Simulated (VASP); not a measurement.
Set up this calculation in VASP 6.6.1, as the native input.

```
Task                   : single point
Functional             : r2SCAN
Potentials or basis    : VASP PAW PBE potentials, release 64 (K_sv, I)
Cutoff                 : 520 eV
k mesh                 : 4 × 4 × 4
Occupations            : gaussian, width 0.01 eV
Spin                   : no spin polarisation
Dipole correction      : no
Further INCAR settings : ALGO = Normal; EDIFF = 1e-07; NBANDS = 15
```

The system is KI.

```
K I
1.0
     4.29094    0.00000    0.00000
     0.00000    4.29094    0.00000
     0.00000    0.00000    4.29094
K I
1 1
Cartesian
  0.0000 0.0000 0.0000
  2.1455 2.1455 2.1455
```

One way to write it, as run:

POSCAR

```
KI
1.0
    4.2909401140      0.0000000000      0.0000000000
    0.0000000000      4.2909401140      0.0000000000
    0.0000000000      0.0000000000      4.2909401140
K I
1 1
Direct
    0.0000000000      0.0000000000      0.0000000000
    0.5000000000      0.5000000000      0.5000000000
```

INCAR.step1

```
SYSTEM = KI
ALGO     = Normal         ! electronic algorithm
EDIFF    = 1E-4           ! SCF threshold, eV
ENCUT    = 520            ! plane-wave cutoff, eV
GGA      = PE             ! functional
ISMEAR   = 0              ! smearing method
LASPH    = .TRUE.         ! aspherical terms in the spheres
LCHARG   = .FALSE.        ! write CHGCAR
LREAL    = .FALSE.        ! projectors in reciprocal space
LWAVE    = .TRUE.         ! write WAVECAR
NBANDS   = 15             ! bands
NELM     = 60             ! most SCF steps
PREC     = Accurate       ! precision mode
SIGMA    = 0.01           ! smearing width, eV
```

INCAR.step2

```
SYSTEM = KI
ALGO     = Normal         ! electronic algorithm
EDIFF    = 1E-7           ! SCF threshold, eV
ENCUT    = 520            ! plane-wave cutoff, eV
ISIF     = 2              ! what is computed and relaxed
ISMEAR   = 0              ! smearing method
ISTART   = 1            
LASPH    = .TRUE.         ! aspherical terms in the spheres
LCHARG   = .FALSE.        ! write CHGCAR
LMIXTAU  = .TRUE.       
LREAL    = .FALSE.        ! projectors in reciprocal space
LWAVE    = .FALSE.        ! write WAVECAR
METAGGA  = R2SCAN         ! meta-GGA
NBANDS   = 15             ! bands
NELM     = 60             ! most SCF steps
PREC     = Accurate       ! precision mode
SIGMA    = 0.01           ! smearing width, eV
```

KPOINTS

```
k-points
0
G
  4 4 4
  0 0 0
```

Potentials or basis: VASP PAW PBE potentials, release 64 (K_sv, I).

Run with:

```sh
$ cat potpaw_PBE.64/K_sv/POTCAR potpaw_PBE.64/I/POTCAR > POTCAR
$ cp INCAR.step1 INCAR
$ mpirun -np 1 vasp_std > vasp.out
$ cp INCAR.step2 INCAR
$ mpirun -np 1 vasp_std > vasp.out
```

It gave:

```yaml
Pressure: 0.1 GPa
Band_gap_on_the_k_mesh: 4.04 eV, indirect (least direct gap 4.41 eV)
```

Caveat: the PAW data sets were made with another functional, which shifts forces and pressure a little; spin-orbit coupling is left out, which moves the levels of the heavy elements.

It took 39 s on 1 thread of Oxide Virtual Turin-like Processor (shared host), peak memory 0.16 GiB.
